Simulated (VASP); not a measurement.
Wanted: the native input for a VASP 6.6.1 run.

```
Task                   : electric field gradients
Functional             : r2SCAN
Potentials or basis    : VASP PAW PBE potentials, release 64 (Si, C)
Cutoff                 : 520 eV
k mesh                 : 10 × 10 × 2
Occupations            : fermi-dirac, width 0.02 eV
Spin                   : no spin polarisation
Dipole correction      : no
Further INCAR settings : LREAL = Auto; ALGO = Normal; EDIFF = 1e-08; NBANDS = 46
```

SiC:

```
CELL_PARAMETERS angstrom
3.07718 0.00000 0.00000
-1.53859 2.66492 0.00000
0.00000 0.00000 20.12563
ATOMIC_POSITIONS crystal
Si 0.33333 0.66667 0.87520
Si 0.33333 0.66667 0.62499
Si 0.00000 0.00000 0.00009
Si 0.66667 0.33333 0.75010
Si 0.66667 0.33333 0.37520
Si 0.33333 0.66667 0.25010
Si 0.00000 0.00000 0.50009
Si 0.66667 0.33333 0.12499
C 0.33333 0.66667 0.34413
C 0.66667 0.33333 0.21872
C 0.66667 0.33333 0.84413
C 0.00000 0.00000 0.59385
C 0.33333 0.66667 0.96893
C 0.00000 0.00000 0.09385
C 0.33333 0.66667 0.71872
C 0.66667 0.33333 0.46893
```

One way to write it, as run:

POSCAR

```
SiC
1.0
    3.0771837018      0.0000000000      0.0000000000
   -1.5385918509      2.6649192579      0.0000000000
    0.0000000000      0.0000000000     20.1256313500
Si C
8 8
Direct
    0.3333333333      0.6666666667      0.8751989200
    0.3333333333      0.6666666667      0.6249876700
    0.0000000000      0.0000000000      0.0000875800
    0.6666666667      0.3333333333      0.7501047200
    0.6666666667      0.3333333333      0.3751989200
    0.3333333333      0.6666666667      0.2501047200
    0.0000000000      0.0000000000      0.5000875800
    0.6666666667      0.3333333333      0.1249876700
    0.3333333333      0.6666666667      0.3441316400
    0.6666666667      0.3333333333      0.2187168400
    0.6666666667      0.3333333333      0.8441316400
    0.0000000000      0.0000000000      0.5938484600
    0.3333333333      0.6666666667      0.9689261800
    0.0000000000      0.0000000000      0.0938484600
    0.3333333333      0.6666666667      0.7187168400
    0.6666666667      0.3333333333      0.4689261800
```

INCAR.step1

```
  PREC = Accurate
  ENCUT = 520
  ISMEAR = -1
  SIGMA = 0.02
  LREAL = Auto
  LASPH = True
  NELM = 60
  NBANDS = 46
  GGA = PE
  ALGO = Normal
  EDIFF = 1E-4
  LWAVE = True
  LCHARG = False
```

INCAR.step2

```
  PREC = Accurate
  ENCUT = 520
  EDIFF = 1E-8
  ISMEAR = -1
  SIGMA = 0.02
  LREAL = Auto
  LASPH = True
  NELM = 60
  ALGO = Normal
  ISIF = 2
  LWAVE = False
  LCHARG = False
  METAGGA = R2SCAN
  LMIXTAU = True
  LEFG = True
  NBANDS = 46
  ISTART = 1
```

KPOINTS

```
regular mesh
0
Gamma
  10 10 2
```

Potentials or basis: VASP PAW PBE potentials, release 64 (Si, C).

Command:

```bash
$ cat potpaw_PBE.64/Si/POTCAR potpaw_PBE.64/C/POTCAR > POTCAR
$ cp INCAR.step1 INCAR
$ mpirun -np 1 vasp_std > vasp.out
$ cp INCAR.step2 INCAR
$ mpirun -np 1 vasp_std > vasp.out
```

Results of the run:

| Property | Result |
| --- | --- |
| Pressure | 0.2 GPa |
| Largest force | 0.012 eV/Å |
| Band gap on the k mesh | 2.14 eV (least direct gap 3.29 eV) |
| Largest electric field gradient by atom | Si +2.3, +1.6, +1.2, -0.8 (each value once); C +2.2, +0.4, +0.1 (each value once) V/Å² |

Caveat: without QUAD_EFG the Cq values of the log hold for a quadrupole moment of 1 mb, not for the nuclei; the PAW data sets were made with another functional, which shifts forces and pressure a little.

Run time: 18 min on 1 thread of Intel(R) Xeon(R) Platinum 8488C (Sapphire Rapids), on a shared host, peak memory 0.37 GiB.
